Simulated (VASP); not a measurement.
# Si in VASP: single point with PBE+D3(BJ)

Aim: the single point of Si with PBE+D3(BJ).

Everything below comes from runs of VASP 6.6.1. Logs are shortened: lines on timing, memory, paths and dates and some standing lists are left out, and cuts for length are marked.

## 1. The cell of the first run

The cell holds a slab with vacuum, 4 atoms: a = 3.847 Å, b = 3.847 Å, c = 34.489 Å, α = 90.00°, β = 90.00°, γ = 120.00°.

## 2. Single point, PBE+D3(BJ)

INCAR reads:

```
SYSTEM = Si
ALGO = Normal
DIPOL = 0.5 0.5 0.500
EDIFF = 1E-6
ENCUT = 520
GGA = PE
IDIPOL = 3
ISIF = 2
ISMEAR = 0
IVDW = 12
LASPH = .TRUE.
LCHARG = .FALSE.
LDIPOL = .TRUE.
LREAL = .FALSE.
LWAVE = .FALSE.
NBANDS = 16
NELM = 60
PREC = Accurate
SIGMA = 0.1
```

KPOINTS reads:

```
k-points
0
G
  15 15 1
  0 0 0
```

POSCAR reads:

```
Si
1.0
    3.8472023568      0.0000000000      0.0000000000
   -1.9236011784      3.3317749745      0.0000000000
    0.0000000000      0.0000000000     34.4893942845
Si
4
Direct
    0.3333333333      0.6666666667      0.4645564334
    0.6666666667      0.3333333333      0.4455634899
    0.6666666667      0.3333333333      0.5544365289
    0.3333333333      0.6666666667      0.5354435478
```

Potentials or basis: VASP PAW PBE potentials, release 64 (Si).

Run with:

```sh
$ cat potpaw_PBE.64/Si/POTCAR > POTCAR
$ mpirun -np 1 vasp_std > vasp.out
```

OUTCAR:

```text
SYSTEM = Si
   EDIFF = 1E-6
   ENCUT = 520
   GGA = PE
   ISIF = 2
   ISMEAR = 0
   IVDW = 12
   LASPH = .TRUE.
   LREAL = .FALSE.
   NELM = 60
   PREC = Accurate
 IVDW          = 12

 ion  position               nearest neighbor table
   1  0.333  0.667  0.465-   2 2.32   2 2.32   2 2.32   4 2.44
   2  0.667  0.333  0.446-   1 2.32   1 2.32   1 2.32
   3  0.667  0.333  0.554-   4 2.32   4 2.32   4 2.32
   4  0.333  0.667  0.535-   3 2.32   3 2.32   3 2.32   1 2.44

  LATTYP: Found a hexagonal cell.
 ALAT       =     3.8472023568
 C/A-ratio  =     8.9647985954

  Lattice vectors:

 A1 = (   3.8472023568,   0.0000000000,   0.0000000000)
 A2 = (  -1.9236011784,   3.3317749745,   0.0000000000)
 A3 = (   0.0000000000,   0.0000000000,  34.4893942845)

Analysis of symmetry for initial positions (statically):
=====================================================================
 Subroutine PRICEL returns:
 Original cell was already a primitive cell.

 Routine SETGRP: Setting up the symmetry group for a
 hexagonal supercell.

 Subroutine GETGRP returns: Found 12 space group operations
 (whereof 12 operations were pure point group operations)
 out of a pool of 24 trial point group operations.

The static configuration has the point symmetry D_3h.

Analysis of symmetry for dynamics (positions and initial velocities):
=====================================================================
 Subroutine PRICEL returns:
 Original cell was already a primitive cell.

 Routine SETGRP: Setting up the symmetry group for a
 hexagonal supercell.

 Subroutine GETGRP returns: Found 12 space group operations
 (whereof 12 operations were pure point group operations)
 out of a pool of 24 trial point group operations.

The dynamic configuration has the point symmetry D_3h.

 Subroutine INISYM returns: Found 12 space group operations
 (whereof 12 operations are pure point group operations),
 and found     1 'primitive' translations

----------------------------------------------------------------------------------------

                                     Primitive cell

  volume of cell :     442.0855

  direct lattice vectors                    reciprocal lattice vectors
     3.847202357  0.000000000  0.000000000     0.259929140  0.150070159  0.000000000
    -1.923601178  3.331774975  0.000000000     0.000000000  0.300140318  0.000000000
     0.000000000  0.000000000 34.489394285     0.000000000  0.000000000  0.028994420

  length of vectors
     3.847202357  3.847202357 34.489394285     0.300140318  0.300140318  0.028994420

  position of ions in fractional coordinates (direct lattice)
     0.333333333  0.666666667  0.464556433
     0.666666667  0.333333333  0.445563490
     0.666666667  0.333333333  0.554436529
     0.333333333  0.666666667  0.535443548

  ion indices of the primitive-cell ions
   primitive index   ion index
                 1           1
                 2           2
                 3           3
                 4           4

----------------------------------------------------------------------------------------

 KPOINTS: k-points

Automatic generation of k-mesh.
 Grid dimensions read from file:
 generate k-points for:   15   15    1

 Generating k-lattice:

  Cartesian coordinates                     Fractional coordinates (reciprocal lattice)
     0.017328609  0.010004677  0.000000000     0.066666667 -0.000000000  0.000000000
     0.000000000  0.020009355  0.000000000     0.000000000  0.066666667  0.000000000
     0.000000000  0.000000000  0.028994420     0.000000000  0.000000000  1.000000000

  Length of vectors
     0.020009355  0.020009355  0.028994420

  Shift w.r.t. Gamma in fractional coordinates (k-lattice)
     0.000000000  0.000000000  0.000000000

 Subroutine IBZKPT returns following result:
 ===========================================

 Found     27 irreducible k-points:

 Following reciprocal coordinates:
            Coordinates               Weight
  0.000000  0.000000  0.000000      1.000000
  0.066667  0.000000  0.000000      6.000000
  0.133333  0.000000  0.000000      6.000000
  0.200000  0.000000  0.000000      6.000000
  0.266667  0.000000  0.000000      6.000000
  0.333333  0.000000  0.000000      6.000000
[... 16 lines left out ...]
  0.333333  0.200000  0.000000     12.000000
  0.400000  0.200000  0.000000      6.000000
 [... further k-points ...]
   k-points           NKPTS =     27   k-points in BZ     NKDIM =     27   number of bands    NBANDS=     16
   number of dos      NEDOS =    301   number of ions     NIONS =      4
   total plane-waves  NPLWV = 243000
   dimension x,y,z NGX =    30 NGY =   30 NGZ =  270
   dimension x,y,z NGXF=    60 NGYF=   60 NGZF=  540
   ions per type =               4
   NGX,Y,Z   is equivalent  to a cutoff of  12.96, 12.96, 13.01 a.u.
   NGXF,Y,Z  is equivalent  to a cutoff of  25.93, 25.93, 26.03 a.u.
 SYSTEM =  Si
   PREC   = accura    normal or accurate (medium, high low for compatibility)
   ISTART =      0    job   : 0-new  1-cont  2-samecut
   ICHARG =      2    charge: 1-file 2-atom 10-const
   ISPIN  =      1    spin polarized calculation?
   LNONCOLLINEAR =      F non collinear calculations
   LSORBIT =      F    spin-orbit coupling
   LASPH  =      T    aspherical Exc in radial PAW
   ENCUT  =  520.0 eV  38.22 Ry    6.18 a.u.   7.15  7.15 64.13*2*pi/ulx,y,z
   NELM   =     60;   NELMIN=  2; NELMDL= -5     # of ELM steps
   EDIFF  = 0.1E-05   stopping-criterion for ELM
   LREAL  =      F    real-space projection
   EDIFFG = 0.1E-04   stopping-criterion for IOM
   NSW    =      0    number of steps for IOM
   IBRION =     -1    ionic relax: 0-MD 1-quasi-New 2-CG
   NFREE  =      0    steps in history (QN), initial steepest desc. (CG)
   ISIF   =      2    stress and relaxation
   ISYM   =      2    0-nonsym 1-usesym 2-fastsym
   POTIM  = 0.5000    time-step for ionic-motion
   TEBEG  =    0.0;   TEEND  =   0.0 temperature during run
   PSTRESS=    0.0 pullay stress
   NELECT =      16.0000    total number of electrons
   NUPDOWN=      -1.0000    fix difference up-down
   EMIN   =  10.00;   EMAX   =-10.00  energy-range for DOS
   EFERMI =   0.00;   METHOD = LEGACY
   ISMEAR =     0;   SIGMA  =   0.10  broadening in eV -4-tet -1-fermi 0-gaus
   EFERMI_NEDOS =   21; number of points for ismear=-14 and -15
   IALGO  =     38    algorithm
   IMIX   =      4    mixing-type and parameters
     AMIX     =   0.40;   BMIX     =  1.00
     AMIX_MAG =   1.60;   BMIX_MAG =  1.00
  volume/ion in A,a.u.               =     110.52       745.84
  Fermi-wavevector in a.u.,A,eV,Ry     =   0.541518  1.023320  3.989793  0.293242
  Thomas-Fermi vector in A             =   1.569135
   LORBIT       =      0    0 simple, 1 ext, 2 COOP (PROOUT), +10 PAW based schemes
   GGA     = PE    functional components
   LHFCALC =     F    Hartree Fock is set to
   AEXX    =    0.0000 exact exchange contribution
   IVDW    =    12    specifies the selected vdW correction
   LEPSILON=     F    determine dielectric tensor
   LRPA    =     F    only Hartree local field effects (RPA)
 non-spin polarized calculation
 Gauss-broadening in eV      SIGMA  =   0.10
  energy-cutoff  :      520.00
  volume of cell :      442.09
 maximum number of plane-waves:     11969
 NGX is ok and might be reduce to    30
   NGX = 15   NGY = 15   NGZ =129

 dipolmoment           0.000000      0.000000      0.000000 electrons x Angstroem

 number of electron      16.0000001 magnetization

 dipolmoment           0.000000      0.000000     -0.000000 electrons x Angstroem

 Free energy of the ion-electron system (eV)
  ---------------------------------------------------
  ext. energy  EPLUGINS =         0.00000000
  ---------------------------------------------------
  free energy    TOTEN  =       -19.52361993 eV

  energy without entropy =      -19.51580480  energy(sigma->0) =      -19.51971237

 E-fermi :  -2.8149     XC(G=0):  -2.1586

 val. band max:       -2.8644177413   @ k =   0.2667   0.1333   0.0000
 cond. band min:      -2.7811500499   @ k =   0.3333   0.0667   0.0000
 fundamental gap:      0.0832676914
 Fermi energy:        -2.8148808451

 k-point     1 :       0.0000    0.0000    0.0000
  band No.  band energies     occupation
      1     -14.3596      2.00000
      2     -13.1385      2.00000
      3      -7.8557      2.00000
      4      -4.1913      2.00000
      5      -4.0175      2.00000
      6      -4.0175      2.00000
[... 8 lines left out ...]
     15       0.9522      0.00000
     16       1.4956      0.00000

 k-point     2 :       0.0667    0.0000    0.0000
  band No.  band energies     occupation
      1     -14.3080      2.00000
      2     -13.0862      2.00000
      3      -7.8305      2.00000
      4      -4.4776      2.00000
      5      -4.1989      2.00000
      6      -4.1210      2.00000
[... 8 lines left out ...]
     15       1.1490      0.00000
     16       1.5577      0.00000

 k-point     3 :       0.1333    0.0000    0.0000
  band No.  band energies     occupation
      1     -14.1538      2.00000
      2     -12.9299      2.00000
      3      -7.7781      2.00000
      4      -5.3505      2.00000
      5      -4.7019      2.00000
      6      -4.3762      2.00000
[... 8 lines left out ...]
     15       1.6874      0.00000
     16       1.7843      0.00000
[... 362 lines left out ...]
 k-point    23 :       0.3333    0.2000    0.0000
  band No.  band energies     occupation
      1     -12.1151      2.00000
      2     -10.8140      2.00000
      3     -10.1589      2.00000
      4      -8.9477      2.00000
      5      -6.9056      2.00000
      6      -5.9389      2.00000
[... 8 lines left out ...]
     15       3.3776      0.00000
     16       3.4005      0.00000

 k-point    24 :       0.4000    0.2000    0.0000
  band No.  band energies     occupation
      1     -11.8667      2.00000
      2     -10.5276      2.00000
      3     -10.4553      2.00000
      4      -9.2922      2.00000
      5      -6.9887      2.00000
      6      -6.0165      2.00000
[... 8 lines left out ...]
     15       3.3561      0.00000
     16       3.8783      0.00000

 [... further k-points ...]

------------------------ aborting loop because EDIFF is reached ----------------------------------------

 vacuum level on the upper side and lower side of the slab       (xc-potential included)        -0.013        -0.013

 Edisp (eV)   -1.01135

 E8    (eV) :    -0.4406

  FORCE on cell =-STRESS in cart. coord.  units (eV):
  Direction    XX          YY          ZZ          XY          YZ          ZX
  --------------------------------------------------------------------------------------
  -------------------------------------------------------------------------------------
  Total      -0.39510    -0.39510    -0.03281     0.00000     0.00000    -0.00000
  in kB      -1.43191    -1.43191    -0.11889     0.00000     0.00000    -0.00000
  external pressure =       -0.99 kB  Pullay stress =        0.00 kB

 VOLUME and BASIS-vectors are now :
 -----------------------------------------------------------------------------
  energy-cutoff  :      520.00
  volume of cell :      442.09
      direct lattice vectors                 reciprocal lattice vectors
     3.847202357  0.000000000  0.000000000     0.259929140  0.150070159  0.000000000
    -1.923601178  3.331774975  0.000000000     0.000000000  0.300140318  0.000000000
     0.000000000  0.000000000 34.489394285     0.000000000  0.000000000  0.028994420

 POSITION                                       TOTAL-FORCE (eV/Angst)
 -----------------------------------------------------------------------------------
     -0.00000      2.22118     16.02227         0.000000     -0.000000     -0.003138
      1.92360      1.11059     15.36721        -0.000000      0.000000      0.008544
      1.92360      1.11059     19.12218        -0.000000      0.000000     -0.008544
     -0.00000      2.22118     18.46712         0.000000     -0.000000      0.003138
 -----------------------------------------------------------------------------------
    total drift:                                0.000000     -0.000000     -0.000017

  FREE ENERGIE OF THE ION-ELECTRON SYSTEM (eV)
  ---------------------------------------------------
  free  energy   TOTEN  =       -20.5349659892 eV

  energy  without entropy=      -20.5271508567  energy(sigma->0) =      -20.53105842

 vacuum level on the upper side and lower side of the slab         1.913         1.913
```

It took 7.8 min on 1 thread of Intel Xeon 8259CL, shared host; peak memory 0.61 GiB.

What came out:

| Property | Result |
| --- | --- |
| Free energy | -20.5350 eV |
| Largest force | 0.009 eV/Å |
| Band gap on the k mesh | 0.08 eV (least direct gap 0.14 eV) |
| Dispersion energy per atom | -0.253 eV |

Forces in eV/Å, atoms in the order of the input:
```
Si   0.000  0.000 -0.003
Si   0.000  0.000  0.009
Si   0.000  0.000 -0.009
Si   0.000  0.000  0.003
```

Levels at points of the mesh, in eV from the valence-band top:
```csv
k point,band 5,band 6,band 7,band 8,band 9,band 10,band 11,band 12
"(0.00, 0.00, 0.00)",-1.15,-1.15,-0.38,-0.38,1.00,2.28,2.79,2.79
```
